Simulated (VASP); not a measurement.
# RbBr in VASP: further runs

The runs below take RbBr through single point, with PBE.

Program: VASP 6.6.1. These are calculated values, not measurements. Logs are shortened: lines on timing, memory, paths and dates and some standing lists are left out, and cuts for length are marked.

## 1. The cell of the first run

The structure is cubic, space group Fm-3m (No. 225). The conventional cell has a = 6.987 Å, b = 6.987 Å, c = 6.987 Å, α = 90.00°, β = 90.00°, γ = 90.00°. Within 4.6 Å of Rb (site symmetry m-3m) lie 6 Br at 3.49 Å. Within 4.6 Å of Br (site symmetry m-3m) lie 6 Rb at 3.49 Å.

The cell was generated, and may not be a known phase.

## 2. Single point, PBE

File INCAR:

```
SYSTEM = RbBr
  PREC = Accurate
  ENCUT = 500
  EDIFF = 1E-6
  ISMEAR = 0
  SIGMA = 0.1
  LREAL = .False.
  LASPH = .True.
  NELM = 120
  ALGO = Normal
  ISIF = 2
  LWAVE = .False.
  LCHARG = .False.
  GGA = PE
  NBANDS = 15
  GGA_COMPAT = .False.
```

File KPOINTS:

```
regular mesh
0
Gamma
  4 4 4
  0 0 0
```

File POSCAR:

```
RbBr
1.0
    0.0000000000      3.4936956019      3.4936956019
    3.4936956019      0.0000000000      3.4936956019
    3.4936956019      3.4936956019      0.0000000000
Rb Br
1 1
Direct
    0.0000000000      0.0000000000      0.0000000000
    0.5000000000      0.5000000000      0.5000000000
```

Potentials or basis: VASP PAW PBE potentials, release 64 (Rb_sv, Br).

Run with:

```console
> cat potpaw_PBE.64/Rb_sv/POTCAR potpaw_PBE.64/Br/POTCAR > POTCAR
> mpirun -np 1 vasp_std > vasp.out
```

OUTCAR:

```text
SYSTEM = RbBr
   PREC = Accurate
   ENCUT = 500
   EDIFF = 1E-6
   ISMEAR = 0
   LREAL = .False.
   LASPH = .True.
   NELM = 120
   ISIF = 2
   GGA = PE

 ion  position               nearest neighbor table
   1  0.000  0.000  0.000-   2 3.49   2 3.49   2 3.49   2 3.49   2 3.49   2 3.49
   2  0.500  0.500  0.500-   1 3.49   1 3.49   1 3.49   1 3.49   1 3.49   1 3.49

  LATTYP: Found a face centered cubic cell.
 ALAT       =     6.9873912038

  Lattice vectors:

 A1 = (   0.0000000000,   3.4936956019,   3.4936956019)
 A2 = (   3.4936956019,   0.0000000000,   3.4936956019)
 A3 = (   3.4936956019,   3.4936956019,   0.0000000000)

Analysis of symmetry for initial positions (statically):
=====================================================================
 Subroutine PRICEL returns:
 Original cell was already a primitive cell.

 Routine SETGRP: Setting up the symmetry group for a
 face centered cubic supercell.

 Subroutine GETGRP returns: Found 48 space group operations
 (whereof 48 operations were pure point group operations)
 out of a pool of 48 trial point group operations.

The static configuration has the point symmetry O_h .

Analysis of symmetry for dynamics (positions and initial velocities):
=====================================================================
 Subroutine PRICEL returns:
 Original cell was already a primitive cell.

 Routine SETGRP: Setting up the symmetry group for a
 face centered cubic supercell.

 Subroutine GETGRP returns: Found 48 space group operations
 (whereof 48 operations were pure point group operations)
 out of a pool of 48 trial point group operations.

The dynamic configuration has the point symmetry O_h .

 Subroutine INISYM returns: Found 48 space group operations
 (whereof 48 operations are pure point group operations),
 and found     1 'primitive' translations

----------------------------------------------------------------------------------------

                                     Primitive cell

  volume of cell :      85.2875

  direct lattice vectors                    reciprocal lattice vectors
     0.000000000  3.493695602  3.493695602    -0.143114930  0.143114930  0.143114930
     3.493695602  0.000000000  3.493695602     0.143114930 -0.143114930  0.143114930
     3.493695602  3.493695602  0.000000000     0.143114930  0.143114930 -0.143114930

  length of vectors
     4.940831703  4.940831703  4.940831703     0.247882329  0.247882329  0.247882329

  position of ions in fractional coordinates (direct lattice)
     0.000000000  0.000000000  0.000000000
     0.500000000  0.500000000  0.500000000

  ion indices of the primitive-cell ions
   primitive index   ion index
                 1           1
                 2           2

----------------------------------------------------------------------------------------

 KPOINTS: regular mesh

Automatic generation of k-mesh.
 Grid dimensions read from file:
 generate k-points for:    4    4    4

 Generating k-lattice:

  Cartesian coordinates                     Fractional coordinates (reciprocal lattice)
    -0.035778732  0.035778732  0.035778732     0.250000000  0.000000000  0.000000000
     0.035778732 -0.035778732  0.035778732     0.000000000  0.250000000  0.000000000
     0.035778732  0.035778732 -0.035778732     0.000000000  0.000000000  0.250000000

  Length of vectors
     0.061970582  0.061970582  0.061970582

  Shift w.r.t. Gamma in fractional coordinates (k-lattice)
     0.000000000  0.000000000  0.000000000

 Subroutine IBZKPT returns following result:
 ===========================================

 Found      8 irreducible k-points:

 Following reciprocal coordinates:
            Coordinates               Weight
  0.000000  0.000000  0.000000      1.000000
  0.250000  0.000000  0.000000      8.000000
  0.500000  0.000000  0.000000      4.000000
  0.250000  0.250000  0.000000      6.000000
  0.500000  0.250000  0.000000     24.000000
 -0.250000  0.250000  0.000000     12.000000
  0.500000  0.500000  0.000000      3.000000
 -0.250000  0.500000  0.250000      6.000000
   k-points           NKPTS =      8   k-points in BZ     NKDIM =      8   number of bands    NBANDS=     15
   number of dos      NEDOS =    301   number of ions     NIONS =      2
   total plane-waves  NPLWV =  46656
   dimension x,y,z NGX =    36 NGY =   36 NGZ =   36
   dimension x,y,z NGXF=    72 NGYF=   72 NGZF=   72
   ions per type =               1   1
   NGX,Y,Z   is equivalent  to a cutoff of  12.11, 12.11, 12.11 a.u.
   NGXF,Y,Z  is equivalent  to a cutoff of  24.23, 24.23, 24.23 a.u.
 SYSTEM =  RbBr
   PREC   = accura    normal or accurate (medium, high low for compatibility)
   ISTART =      0    job   : 0-new  1-cont  2-samecut
   ICHARG =      2    charge: 1-file 2-atom 10-const
   ISPIN  =      1    spin polarized calculation?
   LNONCOLLINEAR =      F non collinear calculations
   LSORBIT =      F    spin-orbit coupling
   LASPH  =      T    aspherical Exc in radial PAW
   ENCUT  =  500.0 eV  36.75 Ry    6.06 a.u.   9.01  9.01  9.01*2*pi/ulx,y,z
   NELM   =    120;   NELMIN=  2; NELMDL= -5     # of ELM steps
   EDIFF  = 0.1E-05   stopping-criterion for ELM
   LREAL  =      F    real-space projection
   EDIFFG = 0.1E-04   stopping-criterion for IOM
   NSW    =      0    number of steps for IOM
   IBRION =     -1    ionic relax: 0-MD 1-quasi-New 2-CG
   NFREE  =      0    steps in history (QN), initial steepest desc. (CG)
   ISIF   =      2    stress and relaxation
   ISYM   =      2    0-nonsym 1-usesym 2-fastsym
   POTIM  = 0.5000    time-step for ionic-motion
   TEBEG  =    0.0;   TEEND  =   0.0 temperature during run
   PSTRESS=    0.0 pullay stress
   NELECT =      16.0000    total number of electrons
   NUPDOWN=      -1.0000    fix difference up-down
   EMIN   =  10.00;   EMAX   =-10.00  energy-range for DOS
   EFERMI =   0.00;   METHOD = LEGACY
   ISMEAR =     0;   SIGMA  =   0.10  broadening in eV -4-tet -1-fermi 0-gaus
   EFERMI_NEDOS =   21; number of points for ismear=-14 and -15
   IALGO  =     38    algorithm
   IMIX   =      4    mixing-type and parameters
     AMIX     =   0.40;   BMIX     =  1.00
     AMIX_MAG =   1.60;   BMIX_MAG =  1.00
  volume/ion in A,a.u.               =      42.64       287.77
  Fermi-wavevector in a.u.,A,eV,Ry     =   0.937173  1.771000 11.949905  0.878293
  Thomas-Fermi vector in A             =   2.064257
   LORBIT       =      0    0 simple, 1 ext, 2 COOP (PROOUT), +10 PAW based schemes
   GGA     = PE    functional components
   LHFCALC =     F    Hartree Fock is set to
   AEXX    =    0.0000 exact exchange contribution
   IVDW    =     0    specifies the selected vdW correction
   LEPSILON=     F    determine dielectric tensor
   LRPA    =     F    only Hartree local field effects (RPA)
 non-spin polarized calculation
 Gauss-broadening in eV      SIGMA  =   0.10
  energy-cutoff  :      500.00
  volume of cell :       85.29
 maximum number of plane-waves:      2200
   NGX = 17   NGY = 17   NGZ = 17

 number of electron      15.9999999 magnetization

 Free energy of the ion-electron system (eV)
  ---------------------------------------------------
  ext. energy  EPLUGINS =         0.00000000
  ---------------------------------------------------
  free energy    TOTEN  =        -6.11465777 eV

  energy without entropy =       -6.11465777  energy(sigma->0) =       -6.11465777

 E-fermi :  -1.4837     XC(G=0):  -7.0074

 val. band max:       -1.9611567904   @ k =   0.0000   0.0000   0.0000
 cond. band min:       2.2581384943   @ k =   0.0000   0.0000   0.0000
 fundamental gap:      4.2192952847
 Fermi energy:        -1.4836689105

 k-point     1 :       0.0000    0.0000    0.0000
  band No.  band energies     occupation
      1     -26.5012      2.00000
      2     -14.0874      2.00000
      3     -10.5732      2.00000
      4     -10.5732      2.00000
      5     -10.5732      2.00000
      6      -1.9612      2.00000
      7      -1.9612      2.00000
      8      -1.9612      2.00000
      9       2.2581      0.00000
     10       5.2965      0.00000
     11       5.2965      0.00000
     12       5.2965      0.00000
     13       6.1455      0.00000
     14       6.1455      0.00000
     15       8.8908      0.00000

 k-point     2 :       0.2500    0.0000    0.0000
  band No.  band energies     occupation
      1     -26.4978      2.00000
      2     -14.1027      2.00000
      3     -10.5767      2.00000
      4     -10.5767      2.00000
      5     -10.5566      2.00000
      6      -2.4670      2.00000
      7      -2.1206      2.00000
      8      -2.1206      2.00000
      9       3.4629      0.00000
     10       5.1338      0.00000
     11       5.9780      0.00000
     12       5.9780      0.00000
     13       6.9375      0.00000
     14       6.9375      0.00000
     15      10.0976      0.00000

 k-point     3 :       0.5000    0.0000    0.0000
  band No.  band energies     occupation
      1     -26.4944      2.00000
      2     -14.1178      2.00000
      3     -10.5802      2.00000
      4     -10.5802      2.00000
      5     -10.5401      2.00000
      6      -2.8556      2.00000
      7      -2.2682      2.00000
      8      -2.2682      2.00000
      9       4.7020      0.00000
     10       5.5494      0.00000
     11       7.3489      0.00000
     12       7.3489      0.00000
     13       8.0140      0.00000
     14       8.0140      0.00000
     15       8.5361      0.00000
[... 55 lines left out ...]
 k-point     7 :       0.5000    0.5000    0.0000
  band No.  band energies     occupation
      1     -26.4924      2.00000
      2     -14.0408      2.00000
      3     -10.7175      2.00000
      4     -10.6304      2.00000
      5     -10.6304      2.00000
      6      -2.4183      2.00000
      7      -2.1163      2.00000
      8      -2.1163      2.00000
      9       3.7001      0.00000
     10       4.9497      0.00000
     11       6.9467      0.00000
     12       7.1272      0.00000
     13       7.2430      0.00000
     14       8.6401      0.00000
     15       8.6401      0.00000

 k-point     8 :      -0.2500    0.5000    0.2500
  band No.  band energies     occupation
      1     -26.4923      2.00000
      2     -14.0626      2.00000
      3     -10.6739      2.00000
      4     -10.6739      2.00000
      5     -10.5608      2.00000
      6      -2.3992      2.00000
      7      -2.2942      2.00000
      8      -2.2942      2.00000
      9       5.0568      0.00000
     10       5.0568      0.00000
     11       6.0605      0.00000
     12       6.4172      0.00000
     13       8.6593      0.00000
     14       8.6772      0.00000
     15       8.7543      0.00000

------------------------ aborting loop because EDIFF is reached ----------------------------------------

  FORCE on cell =-STRESS in cart. coord.  units (eV):
  Direction    XX          YY          ZZ          XY          YZ          ZX
  --------------------------------------------------------------------------------------
  -------------------------------------------------------------------------------------
  Total        0.0933046      0.0933046      0.0933046      0.0000000      0.0000000     -0.0000000
  in kB        1.7527836      1.7527836      1.7527836      0.0000000      0.0000000     -0.0000000
  external PRESSURE =       1.7527836 kB  Pullay stress =       0.0000000 kB

 VOLUME and BASIS-vectors are now :
 -----------------------------------------------------------------------------
  energy-cutoff  :      500.00
  volume of cell :       85.29
      direct lattice vectors                 reciprocal lattice vectors
     0.000000000  3.493695602  3.493695602    -0.143114930  0.143114930  0.143114930
     3.493695602  0.000000000  3.493695602     0.143114930 -0.143114930  0.143114930
     3.493695602  3.493695602  0.000000000     0.143114930  0.143114930 -0.143114930

 POSITION                                       TOTAL-FORCE (eV/Angst)
 -----------------------------------------------------------------------------------
      0.00000      0.00000      0.00000        -0.000000     -0.000000     -0.000000
      3.49370      3.49370      3.49370         0.000000      0.000000      0.000000
 -----------------------------------------------------------------------------------
    total drift:                                0.000000      0.000000      0.000000

  FREE ENERGIE OF THE ION-ELECTRON SYSTEM (eV)
  ---------------------------------------------------
  free  energy   TOTEN  =        -6.1146577710 eV

  energy  without entropy=       -6.1146577710  energy(sigma->0) =       -6.11465777
```

Run time: 22 s. Hardware: 1 thread of Intel Xeon 8259CL, shared host; peak memory 0.2 GiB.

Results:

```
Free energy            : -6.1147 eV
Pressure               : 0.2 GPa
Band gap on the k mesh : 4.22 eV
```

Levels at points of the mesh, in eV from the valence-band top:
```tsv
k point	band 6	band 7	band 8	band 9	band 10	band 11
(0.00, 0.00, 0.00)	0.00	0.00	0.00	4.22	7.26	7.26
(0.50, 0.00, 0.00)	-0.89	-0.31	-0.31	6.66	7.51	9.31
(0.50, 0.50, 0.00)	-0.46	-0.16	-0.16	5.66	6.91	8.91
```

(Continued in part 2 of 2.)
